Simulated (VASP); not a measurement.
# Tl (P6_3/mmc) in VASP: notebook

Tl is run at these levels: LDA; tasks: single point, relaxation of cell and atoms.

All numbers are computed with VASP 6.6.1; they aren't measurements. Logs are shortened: lines on timing, memory, paths and dates and some standing lists are left out, and cuts for length are marked.

### Step 1. The cell of the first run

It takes space group P6_3/mmc (No. 194, hexagonal). The conventional cell has a = 3.406 Å, b = 3.406 Å, c = 5.433 Å, α = 90.00°, β = 90.00°, γ = 120.00°. Tl (site symmetry -6m2) has 12 Tl at 3.35 to 3.41 Å within 4.4 Å.

### Step 2. Single point, LDA

INCAR

```
SYSTEM = Tl
ALGO = Normal
EDIFF = 1E-6
ENCUT = 520
ISIF = 2
ISMEAR = -1
LASPH = .TRUE.
LCHARG = .FALSE.
LREAL = .FALSE.
LWAVE = .FALSE.
NBANDS = 20
NELM = 100
PREC = Accurate
SIGMA = 0.05
```

KPOINTS

```
k-points
0
G
  17 17 9
  0 0 0
```

POSCAR

```
Tl
1.0
    3.4063222006      0.0000000000      0.0000000000
   -1.7031611003      2.9499615592      0.0000000000
    0.0000000000      0.0000000000      5.4329154813
Tl
2
Direct
    0.3333333333      0.6666666667      0.2500000000
    0.6666666667      0.3333333333      0.7500000000
```

Potentials or basis: VASP PAW LDA potentials, release 64 (Tl_d).

Started as:

```console
cat potpaw_LDA.64/Tl_d/POTCAR > POTCAR
mpirun -np 1 vasp_std > vasp.out
```

OUTCAR:

```text
SYSTEM = Tl
   EDIFF = 1E-6
   ENCUT = 520
   ISIF = 2
   ISMEAR = -1
   LASPH = .TRUE.
   LREAL = .FALSE.
   NELM = 100
   PREC = Accurate

 ion  position               nearest neighbor table
   1  0.333  0.667  0.250-   2 3.35   2 3.35   2 3.35   2 3.35   2 3.35   2 3.35
   2  0.667  0.333  0.750-   1 3.35   1 3.35   1 3.35   1 3.35   1 3.35   1 3.35

  LATTYP: Found a hexagonal cell.
 ALAT       =     3.4063222006
 C/A-ratio  =     1.5949505541

  Lattice vectors:

 A1 = (   3.4063222006,   0.0000000000,   0.0000000000)
 A2 = (  -1.7031611003,   2.9499615592,   0.0000000000)
 A3 = (   0.0000000000,   0.0000000000,   5.4329154813)

Analysis of symmetry for initial positions (statically):
=====================================================================
 Subroutine PRICEL returns:
 Original cell was already a primitive cell.

 Routine SETGRP: Setting up the symmetry group for a
 hexagonal supercell.

 Subroutine GETGRP returns: Found 24 space group operations
 (whereof 12 operations were pure point group operations)
 out of a pool of 24 trial point group operations.

The static configuration has the point symmetry D_3d.
 The point group associated with its full space group is D_6h.

Analysis of symmetry for dynamics (positions and initial velocities):
=====================================================================
 Subroutine PRICEL returns:
 Original cell was already a primitive cell.

 Routine SETGRP: Setting up the symmetry group for a
 hexagonal supercell.

 Subroutine GETGRP returns: Found 24 space group operations
 (whereof 12 operations were pure point group operations)
 out of a pool of 24 trial point group operations.

The dynamic configuration has the point symmetry D_3d.
 The point group associated with its full space group is D_6h.

 Subroutine INISYM returns: Found 24 space group operations
 (whereof 12 operations are pure point group operations),
 and found     1 'primitive' translations

----------------------------------------------------------------------------------------

                                     Primitive cell

  volume of cell :      54.5928

  direct lattice vectors                    reciprocal lattice vectors
     3.406322201  0.000000000  0.000000000     0.293571759  0.169493734  0.000000000
    -1.703161100  2.949961559  0.000000000     0.000000000  0.338987468  0.000000000
     0.000000000  0.000000000  5.432915481     0.000000000  0.000000000  0.184063235

  length of vectors
     3.406322201  3.406322201  5.432915481     0.338987468  0.338987468  0.184063235

  position of ions in fractional coordinates (direct lattice)
     0.333333333  0.666666667  0.250000000
     0.666666667  0.333333333  0.750000000

  ion indices of the primitive-cell ions
   primitive index   ion index
                 1           1
                 2           2

----------------------------------------------------------------------------------------

 KPOINTS: k-points

Automatic generation of k-mesh.
 Grid dimensions read from file:
 generate k-points for:   17   17    9

 Generating k-lattice:

  Cartesian coordinates                     Fractional coordinates (reciprocal lattice)
     0.017268927  0.009970220  0.000000000     0.058823529 -0.000000000  0.000000000
     0.000000000  0.019940439  0.000000000     0.000000000  0.058823529  0.000000000
     0.000000000  0.000000000  0.020451471     0.000000000  0.000000000  0.111111111

  Length of vectors
     0.019940439  0.019940439  0.020451471

  Shift w.r.t. Gamma in fractional coordinates (k-lattice)
     0.000000000  0.000000000  0.000000000

 Subroutine IBZKPT returns following result:
 ===========================================

 Found    165 irreducible k-points:

 Following reciprocal coordinates:
            Coordinates               Weight
  0.000000  0.000000  0.000000      1.000000
  0.058824 -0.000000  0.000000      6.000000
  0.117647 -0.000000  0.000000      6.000000
  0.176471  0.000000  0.000000      6.000000
  0.235294 -0.000000  0.000000      6.000000
  0.294118  0.000000  0.000000      6.000000
[... 16 lines left out ...]
  0.411765  0.117647  0.000000     12.000000
  0.176471  0.176471  0.000000      6.000000
 [... further k-points ...]
   k-points           NKPTS =    165   k-points in BZ     NKDIM =    165   number of bands    NBANDS=     20
   number of dos      NEDOS =    301   number of ions     NIONS =      2
   total plane-waves  NPLWV =  31360
   dimension x,y,z NGX =    28 NGY =   28 NGZ =   40
   dimension x,y,z NGXF=    56 NGYF=   56 NGZF=   80
   ions per type =               2
   NGX,Y,Z   is equivalent  to a cutoff of  13.67, 13.67, 12.24 a.u.
   NGXF,Y,Z  is equivalent  to a cutoff of  27.33, 27.33, 24.48 a.u.
 SYSTEM =  Tl
   PREC   = accura    normal or accurate (medium, high low for compatibility)
   ISTART =      0    job   : 0-new  1-cont  2-samecut
   ICHARG =      2    charge: 1-file 2-atom 10-const
   ISPIN  =      1    spin polarized calculation?
   LNONCOLLINEAR =      F non collinear calculations
   LSORBIT =      F    spin-orbit coupling
   LASPH  =      T    aspherical Exc in radial PAW
   ENCUT  =  520.0 eV  38.22 Ry    6.18 a.u.   6.33  6.33 10.10*2*pi/ulx,y,z
   NELM   =    100;   NELMIN=  2; NELMDL= -5     # of ELM steps
   EDIFF  = 0.1E-05   stopping-criterion for ELM
   LREAL  =      F    real-space projection
   EDIFFG = 0.1E-04   stopping-criterion for IOM
   NSW    =      0    number of steps for IOM
   IBRION =     -1    ionic relax: 0-MD 1-quasi-New 2-CG
   NFREE  =      0    steps in history (QN), initial steepest desc. (CG)
   ISIF   =      2    stress and relaxation
   ISYM   =      2    0-nonsym 1-usesym 2-fastsym
   POTIM  = 0.5000    time-step for ionic-motion
   TEBEG  =    0.0;   TEEND  =   0.0 temperature during run
   PSTRESS=    0.0 pullay stress
   NELECT =      26.0000    total number of electrons
   NUPDOWN=      -1.0000    fix difference up-down
   EMIN   =  10.00;   EMAX   =-10.00  energy-range for DOS
   EFERMI =   0.00;   METHOD = LEGACY
   ISMEAR =    -1;   SIGMA  =   0.05  broadening in eV -4-tet -1-fermi 0-gaus
   EFERMI_NEDOS =   21; number of points for ismear=-14 and -15
   IALGO  =     38    algorithm
   IMIX   =      4    mixing-type and parameters
     AMIX     =   0.40;   BMIX     =  1.00
     AMIX_MAG =   1.60;   BMIX_MAG =  1.00
  volume/ion in A,a.u.               =      27.30       184.21
  Fermi-wavevector in a.u.,A,eV,Ry     =   1.278461  2.415942 22.238225  1.634463
  Thomas-Fermi vector in A             =   2.411003
   LORBIT       =      0    0 simple, 1 ext, 2 COOP (PROOUT), +10 PAW based schemes
   GGA     = CA    functional components
   LHFCALC =     F    Hartree Fock is set to
   AEXX    =    0.0000 exact exchange contribution
   IVDW    =     0    specifies the selected vdW correction
   LEPSILON=     F    determine dielectric tensor
   LRPA    =     F    only Hartree local field effects (RPA)
 non-spin polarized calculation
  energy-cutoff  :      520.00
  volume of cell :       54.59
 maximum number of plane-waves:      1490
 NGX is ok and might be reduce to    28
   NGX = 13   NGY = 13   NGZ = 21

 number of electron      26.0000000 magnetization

 Free energy of the ion-electron system (eV)
  ---------------------------------------------------
  ext. energy  EPLUGINS =         0.00000000
  ---------------------------------------------------
  free energy    TOTEN  =        -5.87002688 eV

  energy without entropy =       -5.86212466  energy(sigma->0) =       -5.86607577

 E-fermi :   6.7836     XC(G=0): -10.7362

 val. band max:        6.7502824861   @ k =   0.2941   0.0000   0.2222
 cond. band min:       6.8010171616   @ k =   0.3529   0.2353   0.2222
 fundamental gap:      0.0507346755
 Fermi energy:         6.7836214900

 k-point     1 :       0.0000    0.0000    0.0000
  band No.  band energies     occupation
      1      -5.0802      2.00000
      2      -4.7955      2.00000
      3      -4.7763      2.00000
      4      -4.7763      2.00000
      5      -4.7139      2.00000
      6      -4.7139      2.00000
[... 12 lines left out ...]
     19      17.9068      0.00000
     20      18.1129      0.00000

 k-point     2 :       0.0588   -0.0000    0.0000
  band No.  band energies     occupation
      1      -5.0655      2.00000
      2      -4.8198      2.00000
      3      -4.7594      2.00000
      4      -4.7492      2.00000
      5      -4.7155      2.00000
      6      -4.6982      2.00000
[... 12 lines left out ...]
     19      18.1160      0.00000
     20      18.3044      0.00000

 k-point     3 :       0.1176   -0.0000    0.0000
  band No.  band energies     occupation
      1      -5.0324      2.00000
      2      -4.8470      2.00000
      3      -4.7290      2.00000
      4      -4.7108      2.00000
      5      -4.6993      2.00000
      6      -4.6847      2.00000
[... 12 lines left out ...]
     19      17.7844      0.00000
     20      18.8735      0.00000

 k-point     4 :       0.1765    0.0000    0.0000
  band No.  band energies     occupation
      1      -5.0196      2.00000
      2      -4.8491      2.00000
      3      -4.7405      2.00000
      4      -4.7343      2.00000
      5      -4.7065      2.00000
      6      -4.6411      2.00000
[... 12 lines left out ...]
     19      17.4899      0.00000
     20      18.8091      0.00000

 k-point     5 :       0.2353   -0.0000    0.0000
  band No.  band energies     occupation
      1      -5.0502      2.00000
      2      -4.8435      2.00000
      3      -4.8006      2.00000
      4      -4.7419      2.00000
      5      -4.7264      2.00000
      6      -4.5681      2.00000
[... 12 lines left out ...]
     19      16.9612      0.00000
     20      18.1439      0.00000
[... 353 lines left out ...]
      6      -4.5514      2.00000
[... 12 lines left out ...]
     19      16.0020      0.00000
     20      17.2033      0.00000

 k-point    22 :       0.3529    0.1176    0.0000
  band No.  band energies     occupation
      1      -5.1073      2.00000
      2      -5.0160      2.00000
      3      -4.8806      2.00000
      4      -4.8135      2.00000
      5      -4.5935      2.00000
      6      -4.5819      2.00000
[... 12 lines left out ...]
     19      15.7448      0.00000
     20      17.0562      0.00000

 k-point    23 :       0.4118    0.1176    0.0000
  band No.  band energies     occupation
      1      -5.1250      2.00000
      2      -5.0432      2.00000
      3      -4.8888      2.00000
      4      -4.8187      2.00000
      5      -4.5984      2.00000
      6      -4.5704      2.00000
[... 12 lines left out ...]
     19      15.6173      0.00000
     20      16.9812      0.00000

 k-point    24 :       0.1765    0.1765    0.0000
  band No.  band energies     occupation
      1      -4.9428      2.00000
      2      -4.9357      2.00000
      3      -4.8899      2.00000
      4      -4.7816      2.00000
      5      -4.6519      2.00000
      6      -4.5527      2.00000
[... 12 lines left out ...]
     19      16.0418      0.00000
     20      18.6463      0.00000

 [... further k-points ...]
[... 5 lines left out ...]
  --------------------------------------------------------------------------------------
  -------------------------------------------------------------------------------------
  Total        0.0217999      0.0217999      0.0548448      0.0000000      0.0000000      0.0000000
  in kB        0.6397799      0.6397799      1.6095748      0.0000000      0.0000000      0.0000000
  external PRESSURE =       0.9630449 kB  Pullay stress =       0.0000000 kB

 VOLUME and BASIS-vectors are now :
 -----------------------------------------------------------------------------
  energy-cutoff  :      520.00
  volume of cell :       54.59
      direct lattice vectors                 reciprocal lattice vectors
     3.406322201  0.000000000  0.000000000     0.293571759  0.169493734  0.000000000
    -1.703161100  2.949961559  0.000000000     0.000000000  0.338987468  0.000000000
     0.000000000  0.000000000  5.432915481     0.000000000  0.000000000  0.184063235

 POSITION                                       TOTAL-FORCE (eV/Angst)
 -----------------------------------------------------------------------------------
     -0.00000      1.96664      1.35823        -0.000000      0.000000      0.000000
      1.70316      0.98332      4.07469         0.000000     -0.000000      0.000000
 -----------------------------------------------------------------------------------
    total drift:                               -0.000000      0.000000      0.000000

  FREE ENERGIE OF THE ION-ELECTRON SYSTEM (eV)
  ---------------------------------------------------
  free  energy   TOTEN  =        -5.8700268765 eV

  energy  without entropy=       -5.8621246571  energy(sigma->0) =       -5.86607577
```

Wall time 2.9 min (1 thread of Intel Xeon 8259CL, shared host); peak memory 0.26 GiB.

Results:

- Free energy: -5.8700 eV
- Pressure: 0.1 GPa
- Band gap on the k mesh: zero (bands 13 and 14 overlap by 4.94 eV)

Levels at points of the mesh, in eV from the Fermi level:
| k point | band 10 | band 11 | band 12 | band 13 | band 14 | band 15 | band 16 | band 17 |
| --- | --- | --- | --- | --- | --- | --- | --- | --- |
| (0.00, 0.00, 0.00) | -11.04 | -10.38 | -5.07 | -3.03 | 8.21 | 8.21 | 10.41 | 10.41 |

Caveat: spin-orbit coupling is left out, which moves the levels of the heavy elements.

### Step 3. Single point, LDA

INCAR

```
SYSTEM = Tl
PREC = Accurate
ENCUT = 520
EDIFF = 1E-7
ISMEAR = -1
SIGMA = 0.05
LREAL = .FALSE.
LASPH = .TRUE.
NELM = 60
ALGO = Normal
ISIF = 2
LWAVE = .FALSE.
LCHARG = .FALSE.
GGA = CA
NBANDS = 20
```

KPOINTS

```
Automatic mesh
0
G
  17 17 9
  0 0 0
```

POSCAR is that of step 2.

Potentials or basis: VASP PAW LDA potentials, release 64 (Tl_d).

Started as:

```console
cat potpaw_LDA.64/Tl_d/POTCAR > POTCAR
mpirun -np 1 vasp_std > vasp.out
```

Run time: 3.6 min. Hardware: 1 thread of Intel Xeon 8259CL, shared host; peak memory 0.26 GiB.

Results (log left out):

```
Free energy            : -5.8700 eV
Pressure               : 0.1 GPa
Band gap on the k mesh : zero (bands 13 and 14 overlap by 4.94 eV)
```

Stress tensor (GPa, compression positive):
```
0.03 0.00 0.00
0.00 0.03 0.00
0.00 0.00 0.13
```

Levels at points of the mesh, in eV from the Fermi level:
| k point | band 10 | band 11 | band 12 | band 13 | band 14 | band 15 | band 16 | band 17 |
| --- | --- | --- | --- | --- | --- | --- | --- | --- |
| (0.00, 0.00, 0.00) | -11.04 | -10.38 | -5.07 | -3.03 | 8.21 | 8.21 | 10.41 | 10.41 |

Caveat: spin-orbit coupling is left out, which moves the levels of the heavy elements.

### Step 4. Single point, LDA

INCAR

```
ALGO = Normal
EDIFF = 1E-6
ENCUT = 520
ISIF = 2
ISMEAR = -1
LASPH = True
LCHARG = True
LELF = True
LREAL = False
LVHAR = True
LWAVE = False
NBANDS = 20
NELM = 80
PREC = Accurate
SIGMA = 0.05
```

KPOINTS

```
k-points
0
Gamma
  17 17 9
```

POSCAR is that of step 3.

Started as:

```console
cat potpaw_LDA.64/Tl_d/POTCAR > POTCAR
mpirun -np 1 vasp_std > vasp.out
```

Wall time 3.3 min (1 thread of Intel Xeon 8259CL, shared host); peak memory 0.26 GiB.

The run converged. Its results:

```yaml
Free_energy: -5.8700 eV
Pressure: 0.1 GPa
Band_gap_on_the_k_mesh: zero (bands 13 and 14 overlap by 4.94 eV)
```

Stress tensor (GPa, compression positive):
```
0.06 0.00 0.00
0.00 0.06 0.00
0.00 0.00 0.16
```

Levels at points of the mesh, in eV from the Fermi level:
```tsv
k point	band 9	band 10	band 11	band 12	band 13	band 14	band 15	band 16	band 17	band 18
(0.00, 0.00, 0.00)	-11.04	-11.04	-10.38	-5.07	-3.03	8.21	8.21	10.41	10.41	10.43
```

Caveat: spin-orbit coupling is left out, which moves the levels of the heavy elements.

### Step 5. Relaxation of cell and atoms, LDA

This run uses another cell than the first one, of 28.04 Å³/atom.

INCAR

```
PREC     = Accurate       # precision mode
ENCUT    = 600            # plane-wave cutoff, eV
EDIFF    = 1E-7           # SCF threshold, eV
ISMEAR   = -1             # smearing method
SIGMA    = 0.05           # smearing width, eV
LREAL    = F              # projectors in reciprocal space
LASPH    = T              # aspherical terms in the spheres
NELM     = 60             # most SCF steps
ALGO     = Normal         # electronic algorithm
ISIF     = 3              # what is computed and relaxed
LWAVE    = F              # write WAVECAR
LCHARG   = F              # write CHGCAR
IBRION   = 2              # ionic algorithm
NSW      = 100            # ionic steps
EDIFFG   = -0.003         # ionic threshold
```

KPOINTS

```
regular mesh
0
Gamma
  17 17 9
```

POSCAR

```
Tl
1.0
    3.4380000000      0.0000000000      0.0000000000
   -1.7190000000      2.9773953382      0.0000000000
    0.0000000000      0.0000000000      5.4780000000
Tl
2
Direct
    0.3333333333      0.6666666667      0.2500000000
    0.6666666667      0.3333333333      0.7500000000
```

Started as:

```console
cat potpaw_LDA.64/Tl_d/POTCAR > POTCAR
mpirun -np 1 vasp_std > vasp.out
```

Run time: 15 min. Hardware: 1 thread of Intel Xeon 8259CL, shared host; peak memory 0.29 GiB.

Results (log left out):

```yaml
Free_energy: -5.8704 eV
Relaxed_volume: 27.39 Å³/atom
Relaxed_cell: a = 3.408 Å, b = 3.408 Å, c = 5.448 Å, α = 90.00°, β = 90.00°, γ = 120.00°
Space_group_after_relaxing_to_0.1_Å: P6_3/mmc (No. 194)
Energy_gained_by_relaxing: 2.0 meV/atom
Ionic_steps: 8
Pressure_after_relaxing: 0.0 GPa
Band_gap_on_the_k_mesh: zero (bands 13 and 14 overlap by 4.90 eV)
```

Step by step:
| step | energy change (eV) | largest force (eV/Å) | pressure (GPa) | volume (Å³) |
| --- | --- | --- | --- | --- |
| 1 | 0.0000 | 0.0000 | -0.95 | 56.07 |
| 2 | -0.0039 | 0.0000 | 0.03 | 54.74 |
| 3 | -0.0039 | 0.0000 | 0.00 | 54.77 |
| 4 | -0.0039 | 0.0000 | -0.02 | 54.80 |
| 5 | -0.0039 | 0.0000 | -0.01 | 54.79 |
| 6 | -0.0039 | 0.0000 | -0.01 | 54.79 |
| 7 | -0.0040 | 0.0000 | -0.01 | 54.78 |
| 8 | -0.0040 | 0.0000 | -0.01 | 54.78 |

Final structure:
```
CELL_PARAMETERS angstrom
3.40764 0.00000 0.00000
-1.70382 2.95111 0.00000
0.00000 0.00000 5.44774
ATOMIC_POSITIONS crystal
Tl 0.33333 0.66667 0.25000
Tl 0.66667 0.33333 0.75000
```

Levels at points of the mesh, in eV from the Fermi level:
```tsv
k point	band 11	band 12	band 13	band 14	band 15	band 16
(0.00, 0.00, 0.00)	-10.36	-5.09	-3.02	8.21	8.21	10.40
```

Caveat: spin-orbit coupling is left out, which moves the levels of the heavy elements.

The gap in the log of VASP goes by the Fermi energy; the results here count the filled bands.